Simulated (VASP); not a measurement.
Input of a VASP 6.6.1 run:

File INCAR:

```
  PREC = Accurate
  ENCUT = 600
  EDIFF = 1E-6
  ISMEAR = 0
  SIGMA = 0.1
  LREAL = F
  LASPH = T
  NELM = 100
  ALGO = Normal
  ISIF = 3
  LWAVE = F
  LCHARG = F
  GGA = PE
  IBRION = 2
  NSW = 90
  EDIFFG = -0.04
```

The input KPOINTS:

```
regular mesh
0
Gamma
  6 6 6
```

The input POSCAR:

```
WC
1.0
    2.9391464418      0.0000000000      0.0000000000
    0.0000000000      2.9391464418      0.0000000000
    0.0000000000      0.0000000000      3.0634289433
W C
1 1
Direct
    0.0000000000      0.0000000000      0.0000000000
    0.5000000000      0.5000000000      0.0000000000
```

Potentials or basis: VASP PAW PBE potentials, release 64 (W_sv, C).

Launch:

```sh
$ cat potpaw_PBE.64/W_sv/POTCAR potpaw_PBE.64/C/POTCAR > POTCAR
$ mpirun -np 1 vasp_std > vasp.out
```

(1) What does it give for the relaxed volume?

(2) What does it give for the relaxed cell?

(3) What does it give for the band gap on the k mesh?

Results:

(1) 13.07 Å³/atom.

(2) a = 2.945 Å, b = 2.945 Å, c = 3.013 Å, α = 90.00°, β = 90.00°, γ = 90.00°.

(3) zero (band 9 reaches 9.18 eV, above the bottom of band 10 at 6.41 eV).

Caveat: spin-orbit coupling is left out, which moves the levels of the heavy elements.
